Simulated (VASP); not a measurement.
CaO, 2 atoms in the cell. Symmetry: Fm-3m, No. 225, cubic system. The conventional cell has a = 4.987 Å, b = 4.987 Å, c = 4.987 Å, α = 90.00°, β = 90.00°, γ = 90.00°. Within 3.3 Å of Ca (site symmetry m-3m) lie 6 O at 2.49 Å. O (site symmetry m-3m) has 6 Ca at 2.49 Å within 3.3 Å.  This cell differs from its parent crystal: volume scaled by 1.10.

| Property | Result |
| --- | --- |
| Program | VASP 6.6.1 |
| Task | single point |
| Functional | PBE |
| Potentials or basis | VASP PAW PBE potentials, release 64 (Ca_sv, O) |
| Cutoff | 520 eV |
| k mesh | 8 × 8 × 8 |
| Occupations | gaussian, width 0.02 eV |
| Spin | no spin polarisation |
| Dipole correction | no |
| Further INCAR settings | ALGO = Normal; EDIFF = 1e-06; NBANDS = 15 |

Potentials or basis: VASP PAW PBE potentials, release 64 (Ca_sv, O).

Run with:

```bash
$ cat potpaw_PBE.64/Ca_sv/POTCAR potpaw_PBE.64/O/POTCAR > POTCAR
$ mpirun -np 1 vasp_std > vasp.out
```

Hardware: 1 thread of Intel(R) Xeon(R) Platinum 8375C CPU @ 2.90GHz (Ice Lake) (shared host).

Problem. Estimate the wall time of this run.

Solution. Run time: 13 s on 1 thread of Intel(R) Xeon(R) Platinum 8375C CPU @ 2.90GHz (Ice Lake) (shared host), peak memory 0.15 GiB. Counts: scf iterations 13, k points 29.
